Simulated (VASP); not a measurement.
# Ir (C2/m) in VASP: further runs

The runs below take Ir through single point, with LDA.

Program: VASP 6.6.1. These are calculated values, not measurements. Logs are shortened: lines on timing, memory, paths and dates and some standing lists are left out, and cuts for length are marked.

## (1) The cell of the first run

It takes space group C2/m (No. 12, monoclinic). Conventional cell: a = 3.811 Å, b = 3.811 Å, c = 3.811 Å, α = 90.00°, β = 90.00°, γ = 90.00°. Within 3.3 Å of Ir (site symmetry m) lie 12 Ir at 2.50 to 2.89 Å.

## (2) Single point, LDA (atoms displaced along several vibrational modes)

File INCAR:

```
SYSTEM = Ir
  ALGO = Fast
  EDIFF = 1E-6
  ENCUT = 520
  ISIF = 2
  ISMEAR = 0
  LASPH = .TRUE.
  LCHARG = .FALSE.
  LREAL = .FALSE.
  LWAVE = .FALSE.
  NBANDS = 16
  NELM = 60
  PREC = Accurate
  SIGMA = 0.15
```

File KPOINTS:

```
k-points
0
G
  16 16 12
  0 0 0
```

File POSCAR:

```
Ir
1.0
    0.0000000000     -1.9054060557     -1.9054060557
    0.0000000000      1.9054060557     -1.9054060557
    3.8108121114      0.0000000000      0.0000000000
Ir
2
Direct
    0.5201531846      0.4798468154      0.4831531972
   -0.0201531846      0.0201531846      0.0168468028
```

Potentials or basis: VASP PAW LDA potentials, release 64 (Ir).

Command:

```sh
$ cat potpaw_LDA.64/Ir/POTCAR > POTCAR
$ mpirun -np 1 vasp_std > vasp.out
```

OUTCAR:

```text
SYSTEM = Ir
   EDIFF = 1E-6
   ENCUT = 520
   ISIF = 2
   ISMEAR = 0
   LASPH = .TRUE.
   LREAL = .FALSE.
   NELM = 60
   PREC = Accurate

 ion  position               nearest neighbor table
   1  0.520  0.480  0.483-   2 2.50   2 2.61   2 2.61   2 2.68   2 2.72   2 2.79   2 2.79   2 2.89

   2  0.980  0.020  0.017-   1 2.50   1 2.61   1 2.61   1 2.68   1 2.72   1 2.79   1 2.79   1 2.89

  LATTYP: Found a simple tetragonal cell.
 ALAT       =     2.6946510858
 C/A-ratio  =     1.4142135624

  Lattice vectors:

 A1 = (   0.0000000000,  -1.9054060557,  -1.9054060557)
 A2 = (   0.0000000000,   1.9054060557,  -1.9054060557)
 A3 = (   3.8108121114,   0.0000000000,   0.0000000000)

Analysis of symmetry for initial positions (statically):
=====================================================================
 Subroutine PRICEL returns:
 Original cell was already a primitive cell.

 Routine SETGRP: Setting up the symmetry group for a
 simple tetragonal supercell.

 Subroutine GETGRP returns: Found  4 space group operations
 (whereof  2 operations were pure point group operations)
 out of a pool of 16 trial point group operations.

The static configuration has the point symmetry C_1h.
 The point group associated with its full space group is C_2h.

Analysis of symmetry for dynamics (positions and initial velocities):
=====================================================================
 Subroutine PRICEL returns:
 Original cell was already a primitive cell.

 Routine SETGRP: Setting up the symmetry group for a
 simple tetragonal supercell.

 Subroutine GETGRP returns: Found  4 space group operations
 (whereof  2 operations were pure point group operations)
 out of a pool of 16 trial point group operations.

The dynamic configuration has the point symmetry C_1h.
 The point group associated with its full space group is C_2h.

 Subroutine INISYM returns: Found  4 space group operations
 (whereof  2 operations are pure point group operations),
 and found     1 'primitive' translations

----------------------------------------------------------------------------------------

                                     Primitive cell

  volume of cell :      27.6709

  direct lattice vectors                    reciprocal lattice vectors
     0.000000000 -1.905406056 -1.905406056     0.000000000 -0.262411258 -0.262411258
     0.000000000  1.905406056 -1.905406056     0.000000000  0.262411258 -0.262411258
     3.810812111  0.000000000  0.000000000     0.262411258  0.000000000  0.000000000

  length of vectors
     2.694651086  2.694651086  3.810812111     0.371105560  0.371105560  0.262411258

  position of ions in fractional coordinates (direct lattice)
     0.520153185  0.479846815  0.483153197
     0.979846815  0.020153185  0.016846803

  ion indices of the primitive-cell ions
   primitive index   ion index
                 1           1
                 2           2

----------------------------------------------------------------------------------------

 KPOINTS: k-points

Automatic generation of k-mesh.
 Grid dimensions read from file:
 generate k-points for:   16   16   12

 Generating k-lattice:

  Cartesian coordinates                     Fractional coordinates (reciprocal lattice)
     0.000000000 -0.016400704 -0.016400704     0.062500000  0.000000000  0.000000000
     0.000000000  0.016400704 -0.016400704     0.000000000  0.062500000  0.000000000
     0.021867605  0.000000000  0.000000000     0.000000000  0.000000000  0.083333333

  Length of vectors
     0.023194097  0.023194097  0.021867605

  Shift w.r.t. Gamma in fractional coordinates (k-lattice)
     0.000000000  0.000000000  0.000000000

 Subroutine IBZKPT returns following result:
 ===========================================

 Found    826 irreducible k-points:

 Following reciprocal coordinates:
            Coordinates               Weight
  0.000000  0.000000  0.000000      1.000000
  0.062500  0.000000  0.000000      4.000000
  0.125000  0.000000  0.000000      4.000000
  0.187500  0.000000  0.000000      4.000000
  0.250000  0.000000  0.000000      4.000000
  0.312500  0.000000  0.000000      4.000000
[... 16 lines left out ...]
 -0.062500  0.437500  0.000000      4.000000
  0.500000  0.062500  0.000000      4.000000
 [... further k-points ...]
   k-points           NKPTS =    826   k-points in BZ     NKDIM =    826   number of bands    NBANDS=     16
   number of dos      NEDOS =    301   number of ions     NIONS =      2
   total plane-waves  NPLWV =  11200
   dimension x,y,z NGX =    20 NGY =   20 NGZ =   28
   dimension x,y,z NGXF=    40 NGYF=   40 NGZF=   56
   ions per type =               2
   NGX,Y,Z   is equivalent  to a cutoff of  12.34, 12.34, 12.21 a.u.
   NGXF,Y,Z  is equivalent  to a cutoff of  24.68, 24.68, 24.43 a.u.
 SYSTEM =  Ir
   PREC   = accura    normal or accurate (medium, high low for compatibility)
   ISTART =      0    job   : 0-new  1-cont  2-samecut
   ICHARG =      2    charge: 1-file 2-atom 10-const
   ISPIN  =      1    spin polarized calculation?
   LNONCOLLINEAR =      F non collinear calculations
   LSORBIT =      F    spin-orbit coupling
   LASPH  =      T    aspherical Exc in radial PAW
   ENCUT  =  520.0 eV  38.22 Ry    6.18 a.u.   5.01  5.01  7.09*2*pi/ulx,y,z
   NELM   =     60;   NELMIN=  2; NELMDL= -5     # of ELM steps
   EDIFF  = 0.1E-05   stopping-criterion for ELM
   LREAL  =      F    real-space projection
   EDIFFG = 0.1E-04   stopping-criterion for IOM
   NSW    =      0    number of steps for IOM
   IBRION =     -1    ionic relax: 0-MD 1-quasi-New 2-CG
   NFREE  =      0    steps in history (QN), initial steepest desc. (CG)
   ISIF   =      2    stress and relaxation
   ISYM   =      2    0-nonsym 1-usesym 2-fastsym
   POTIM  = 0.5000    time-step for ionic-motion
   TEBEG  =    0.0;   TEEND  =   0.0 temperature during run
   PSTRESS=    0.0 pullay stress
   NELECT =      18.0000    total number of electrons
   NUPDOWN=      -1.0000    fix difference up-down
   EMIN   =  10.00;   EMAX   =-10.00  energy-range for DOS
   EFERMI =   0.00;   METHOD = LEGACY
   ISMEAR =     0;   SIGMA  =   0.15  broadening in eV -4-tet -1-fermi 0-gaus
   EFERMI_NEDOS =   21; number of points for ismear=-14 and -15
   IALGO  =     68    algorithm
   IMIX   =      4    mixing-type and parameters
     AMIX     =   0.40;   BMIX     =  1.00
     AMIX_MAG =   1.60;   BMIX_MAG =  1.00
  volume/ion in A,a.u.               =      13.84        93.37
  Fermi-wavevector in a.u.,A,eV,Ry     =   1.418485  2.680548 27.376284  2.012100
  Thomas-Fermi vector in A             =   2.539606
   LORBIT       =      0    0 simple, 1 ext, 2 COOP (PROOUT), +10 PAW based schemes
   GGA     = CA    functional components
   LHFCALC =     F    Hartree Fock is set to
   AEXX    =    0.0000 exact exchange contribution
   IVDW    =     0    specifies the selected vdW correction
   LEPSILON=     F    determine dielectric tensor
   LRPA    =     F    only Hartree local field effects (RPA)
 non-spin polarized calculation
 RMM-DIIS sequential band-by-band and
 Gauss-broadening in eV      SIGMA  =   0.15
  energy-cutoff  :      520.00
  volume of cell :       27.67
 maximum number of plane-waves:       776
   NGX = 11   NGY = 11   NGZ = 15

 number of electron      17.9999998 magnetization

 Free energy of the ion-electron system (eV)
  ---------------------------------------------------
  ext. energy  EPLUGINS =         0.00000000
  ---------------------------------------------------
  free energy    TOTEN  =       -20.43074579 eV

  energy without entropy =      -20.40965142  energy(sigma->0) =      -20.42019860

 E-fermi :  10.7558     XC(G=0): -14.2540

 val. band max:       10.7538039141   @ k =   0.2500   0.0000   0.4167
 cond. band min:      10.7576511409   @ k =   0.3750   0.1875   0.3333
 fundamental gap:      0.0038472268
 Fermi energy:        10.7558377370

 k-point     1 :       0.0000    0.0000    0.0000
  band No.  band energies     occupation
      1      -0.6312      2.00000
      2       2.4917      2.00000
      3       3.0353      2.00000
      4       6.5001      2.00000
      5       6.5513      2.00000
      6       6.8296      2.00000
[... 8 lines left out ...]
     15      22.7145      0.00000
     16      25.3386      0.00000

 k-point     2 :       0.0625    0.0000    0.0000
  band No.  band energies     occupation
      1      -0.5118      2.00000
      2       2.5804      2.00000
      3       3.1195      2.00000
      4       6.4954      2.00000
      5       6.5690      2.00000
      6       6.8501      2.00000
[... 8 lines left out ...]
     15      22.9997      0.00000
     16      25.5456      0.00000

 k-point     3 :       0.1250    0.0000    0.0000
  band No.  band energies     occupation
      1      -0.1629      2.00000
      2       2.8046      2.00000
      3       3.3943      2.00000
      4       6.3422      2.00000
      5       6.7060      2.00000
      6       6.9558      2.00000
[... 8 lines left out ...]
     15      23.8023      0.00000
     16      26.1116      0.00000

 k-point     4 :       0.1875    0.0000    0.0000
  band No.  band energies     occupation
      1       0.3885      2.00000
      2       3.0879      2.00000
      3       3.8732      2.00000
      4       6.0978      2.00000
      5       6.8951      2.00000
      6       7.0857      2.00000
[... 8 lines left out ...]
     15      24.9625      0.00000
     16      26.9341      0.00000
[... 324 lines left out ...]
 k-point    22 :       0.4375    0.0625    0.0000
  band No.  band energies     occupation
      1       3.5643      2.00000
      2       4.2760      2.00000
      3       5.2806      2.00000
      4       5.4630      2.00000
      5       5.6054      2.00000
      6       6.4917      2.00000
[... 8 lines left out ...]
     15      24.8009      0.00000
     16      27.2721      0.00000

 k-point    23 :      -0.0625    0.4375    0.0000
  band No.  band energies     occupation
      1       3.5705      2.00000
      2       4.2741      2.00000
      3       5.3133      2.00000
      4       5.5077      2.00000
      5       5.5522      2.00000
      6       6.4753      2.00000
[... 8 lines left out ...]
     15      24.8108      0.00000
     16      27.3076      0.00000

 k-point    24 :       0.5000    0.0625    0.0000
  band No.  band energies     occupation
      1       4.0086      2.00000
      2       4.2202      2.00000
      3       5.1714      2.00000
      4       5.4347      2.00000
      5       5.6572      2.00000
      6       6.2695      2.00000
[... 8 lines left out ...]
     15      25.1201      0.00000
     16      26.4947      0.00000

 [... further k-points ...]

------------------------ aborting loop because EDIFF is reached ----------------------------------------

  FORCE on cell =-STRESS in cart. coord.  units (eV):
  Direction    XX          YY          ZZ          XY          YZ          ZX
  --------------------------------------------------------------------------------------
  -------------------------------------------------------------------------------------
  Total        1.9684552      1.8000512      0.8003778      1.2692828      0.0000000      0.0000000
  in kB      113.9760261    104.2252213     46.3428768     73.4930634      0.0000000      0.0000000
  external PRESSURE =      88.1813748 kB  Pullay stress =       0.0000000 kB

 VOLUME and BASIS-vectors are now :
 -----------------------------------------------------------------------------
  energy-cutoff  :      520.00
  volume of cell :       27.67
      direct lattice vectors                 reciprocal lattice vectors
     0.000000000 -1.905406056 -1.905406056     0.000000000 -0.262411258 -0.262411258
     0.000000000  1.905406056 -1.905406056     0.000000000  0.262411258 -0.262411258
     3.810812111  0.000000000  0.000000000     0.262411258  0.000000000  0.000000000

 POSITION                                       TOTAL-FORCE (eV/Angst)
 -----------------------------------------------------------------------------------
      1.84121     -0.07680     -1.90541         2.001188      1.404924      0.000000
      0.06420     -1.82861     -1.90541        -2.001188     -1.404924      0.000000
 -----------------------------------------------------------------------------------
    total drift:                               -0.000000      0.000000     -0.000000

  FREE ENERGIE OF THE ION-ELECTRON SYSTEM (eV)
  ---------------------------------------------------
  free  energy   TOTEN  =       -20.4307457860 eV

  energy  without entropy=      -20.4096514185  energy(sigma->0) =      -20.42019860
```

It took 3.5 min on 1 thread of Intel Xeon Platinum 8488C (Sapphire Rapids), shared host; peak memory 0.39 GiB.

Results:

```yaml
Free_energy: -20.4307 eV
Pressure: 8.8 GPa
Largest_force: 2.445 eV/Å
Band_gap_on_the_k_mesh: zero (bands 9 and 10 overlap by 2.92 eV)
```

Forces in eV/Å, atoms in the order of the input:
```
Ir   2.001  1.405  0.000
Ir  -2.001 -1.405  0.000
```

Stress tensor (GPa, compression positive):
```
11.40  7.35  0.00
 7.35 10.42  0.00
 0.00  0.00  4.63
```

Caveat: the cell differs from its parent crystal (atoms displaced along several vibrational modes); the stress differs along the axes, from 5 to 11 GPa; spin-orbit coupling is left out, which moves the levels of the heavy elements; forces of over 1 eV/Å act on the atoms, so gaps and moduli don't describe the material at rest.

## (3) Single point, LDA (atoms displaced along several vibrational modes)

File INCAR:

```
SYSTEM = Ir
ALGO = Fast
EDIFF = 1E-7
ENCUT = 520
ISIF = 2
ISMEAR = 0
LASPH = .True.
LCHARG = .False.
LREAL = .False.
LWAVE = .False.
NBANDS = 16
NELM = 60
PREC = Accurate
SIGMA = 0.15
```

File KPOINTS:

```
k-points
0
Gamma
  16 16 12
  0 0 0
```

File POSCAR:

```
Ir
1.0
    0.0000000000     -1.9054060557     -1.9054060557
    0.0000000000      1.9054060557     -1.9054060557
    3.8108121114      0.0000000000      0.0000000000
Ir
2
Direct
    0.5201531846      0.4798468154      0.4775375963
   -0.0201531846      0.0201531846      0.0224624037
```

Potentials or basis: VASP PAW LDA potentials, release 64 (Ir).

Command:

```sh
$ cat potpaw_LDA.64/Ir/POTCAR > POTCAR
$ mpirun -np 1 vasp_std > vasp.out
```

Wall time 3.8 min (1 thread of Intel Xeon Platinum 8488C (Sapphire Rapids), shared host); peak memory 0.39 GiB.

The run converged. Its results:

| Quantity | Value |
| --- | --- |
| Free energy | -20.3292 eV |
| Pressure | 11.7 GPa |
| Largest force | 3.142 eV/Å |
| Band gap on the k mesh | zero (bands 9 and 10 overlap by 2.77 eV) |

Forces on the atoms (eV/Å):
```
Ir   2.751  1.517  0.000
Ir  -2.751 -1.517  0.000
```

Stress tensor (GPa, compression positive):
```
14.68  9.83  0.00
 9.83 13.19  0.00
 0.00  0.00  7.21
```

Levels at points of the mesh, in eV from the Fermi level:
```
           k point  band 7  band 8  band 9  band 10  band 11  band 12
(0.00, 0.00, 0.00)   -1.57   -1.38    0.79     1.22     1.50     2.09
(0.50, 0.00, 0.00)   -3.00   -2.93   -1.34    -0.58     2.49     3.26
(0.50, 0.50, 0.00)    1.22    1.32    1.36     1.47     1.71     2.34
(0.00, 0.00, 0.50)   -2.46   -1.86   -1.47    -1.37    -0.74     0.26
(0.50, 0.00, 0.50)   -1.02   -0.82    0.63     0.76     0.93     1.14
(0.50, 0.50, 0.50)   -1.72   -1.64    1.40     1.45     7.37     8.06
```

Caveat: the cell differs from its parent crystal (atoms displaced along several vibrational modes); the stress differs along the axes, from 7 to 15 GPa; spin-orbit coupling is left out, which moves the levels of the heavy elements; forces of over 1 eV/Å act on the atoms, so gaps and moduli don't describe the material at rest.

## (4) Single point, LDA (atoms displaced along several vibrational modes)

File INCAR:

```
  PREC = Accurate
  ENCUT = 520
  EDIFF = 1E-6
  ISMEAR = 0
  SIGMA = 0.15
  LREAL = False
  LASPH = True
  NELM = 60
  ALGO = Fast
  ISIF = 2
  LWAVE = False
  LCHARG = True
  LELF = True
  LVHAR = True
  NBANDS = 16
```

File KPOINTS:

```
Automatic mesh
0
Gamma
  16 16 12
```

File POSCAR:

```
Ir
1.0
    0.0000000000     -1.9054060557     -1.9054060557
    0.0000000000      1.9054060557     -1.9054060557
    3.8108121114      0.0000000000      0.0000000000
Ir
2
Direct
    0.5251914808      0.4748085192      0.4719219954
   -0.0251914808      0.0251914808      0.0280780046
```

Command:

```sh
$ cat potpaw_LDA.64/Ir/POTCAR > POTCAR
$ mpirun -np 1 vasp_std > vasp.out
```

Wall time 1.8 min (1 thread of Intel Xeon 6975P-C (Granite Rapids), shared host); peak memory 0.39 GiB.

It converged, with:

| Property | Result |
| --- | --- |
| Free energy | -20.1225 eV |
| Pressure | 18.1 GPa |
| Largest force | 4.245 eV/Å |
| Band gap on the k mesh | zero (bands 9 and 10 overlap by 2.55 eV) |

Forces in eV/Å, atoms in the order of the input:
```
Ir   3.684  2.109  0.000
Ir  -3.684 -2.109  0.000
```

Stress tensor (GPa, compression positive):
```
22.52 15.41  0.00
15.41 20.64  0.00
 0.00  0.00 11.06
```

Levels at points of the mesh, in eV from the Fermi level:
| k point | band 6 | band 7 | band 8 | band 9 | band 10 | band 11 | band 12 | band 13 |
| --- | --- | --- | --- | --- | --- | --- | --- | --- |
| (0.00, 0.00, 0.00) | -3.82 | -1.73 | -1.44 | 0.68 | 1.05 | 1.51 | 2.28 | 10.20 |
| (0.50, 0.00, 0.00) | -4.39 | -3.05 | -3.05 | -1.23 | -0.35 | 2.32 | 3.31 | 10.06 |
| (0.50, 0.50, 0.00) | 0.61 | 1.10 | 1.20 | 1.25 | 1.44 | 1.70 | 2.55 | 10.15 |
| (0.00, 0.00, 0.50) | -3.38 | -2.51 | -1.62 | -1.39 | -1.25 | -0.84 | 0.38 | 15.29 |
| (0.50, 0.00, 0.50) | -3.91 | -1.14 | -0.84 | 0.46 | 0.66 | 0.93 | 1.24 | 6.82 |
| (0.50, 0.50, 0.50) | -4.36 | -1.67 | -1.53 | 1.30 | 1.41 | 6.95 | 7.91 | 8.03 |

Caveat: the cell differs from its parent crystal (atoms displaced along several vibrational modes); the stress differs along the axes, from 11 to 23 GPa; spin-orbit coupling is left out, which moves the levels of the heavy elements; forces of over 1 eV/Å act on the atoms, so gaps and moduli don't describe the material at rest.

(Continued in part 2 of 2.)
